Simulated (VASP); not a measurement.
# B2P3: single point with PBE

B2P3:

```
B P
1.0
     5.08670    0.00000    0.00000
    -2.54335    4.40521    0.00000
     0.00000    0.00000    3.08900
B P
2 3
Direct
  0.00000 0.00000 0.50000
  0.00000 0.00000 0.00000
  0.50000 0.00000 0.50000
  0.00000 0.50000 0.50000
  0.50000 0.50000 0.50000
```

The cell was built from a structure type or drawn by symmetry, and may not be a known phase.

```json
{"Program": "VASP 6.6.1", "Task": "single point", "Functional": "PBE", "Potentials or basis": "VASP PAW PBE potentials, release 64 (B, P)", "Cutoff": "520 eV", "k mesh": "12 × 12 × 12", "Occupations": "gaussian, width 0.1 eV", "Spin": "no spin polarisation"}
```

| Property | Result |
| --- | --- |
| Pressure | -0.1 GPa |
| Band gap on the k mesh | zero (an odd number of electrons rules out a gap without spin polarisation) |

Levels at points of the mesh, in eV from the Fermi level:
| k point | band 8 | band 9 | band 10 | band 11 | band 12 | band 13 | band 14 | band 15 |
| --- | --- | --- | --- | --- | --- | --- | --- | --- |
| (0.00, 0.00, 0.00) | -4.39 | 0.53 | 2.46 | 2.46 | 3.57 | 3.57 | 3.59 | 4.35 |
| (0.50, 0.00, 0.00) | -2.42 | -1.54 | 0.01 | 0.36 | 0.76 | 2.05 | 3.33 | 3.49 |
| (0.00, 0.00, 0.50) | -5.18 | -4.17 | -1.71 | -1.71 | -0.39 | -0.39 | 2.73 | 4.89 |
| (0.50, 0.00, 0.50) | -2.76 | -2.43 | -1.36 | -0.51 | -0.47 | 1.54 | 1.98 | 2.12 |

It took 2.2 min on 1 thread of Intel(R) Xeon(R) Platinum 8259CL CPU @ 2.50GHz (Skylake/Cascade Lake), with other jobs on the host, peak memory 0.27 GiB.
